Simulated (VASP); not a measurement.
Here is a VASP 6.6.1 calculation.

Contents of INCAR:

```
SYSTEM = BeAg
ALGO = Fast
EDIFF = 1E-7
ENCUT = 520
GGA = PE
ISIF = 2
ISMEAR = 0
LASPH = .TRUE.
LCHARG = .FALSE.
LREAL = .FALSE.
LWAVE = .FALSE.
NBANDS = 14
NELM = 60
PREC = Accurate
SIGMA = 0.1
```

The input KPOINTS:

```
k-points
0
G
  18 18 18
  0 0 0
```

The input POSCAR:

```
BeAg
1.0
    2.9470952285      0.0000000000      0.0000000000
    0.0000000000      2.9470952285      0.0000000000
    0.0000000000      0.0000000000      2.9470952285
Be Ag
1 1
Direct
    0.0000000000      0.0000000000      0.0000000000
    0.5000000000      0.5000000000      0.5000000000
```

Potentials or basis: VASP PAW PBE potentials, release 64 (Be, Ag).

The run is started by

```console
$ cat potpaw_PBE.64/Be/POTCAR potpaw_PBE.64/Ag/POTCAR > POTCAR
$ mpirun -np 1 vasp_std > vasp.out
```

Task: Predict the pressure.

Result: -0.1 GPa.

Task: What does it give for the band gap on the k mesh?

Result: Zero (an odd number of electrons rules out a gap without spin polarisation).
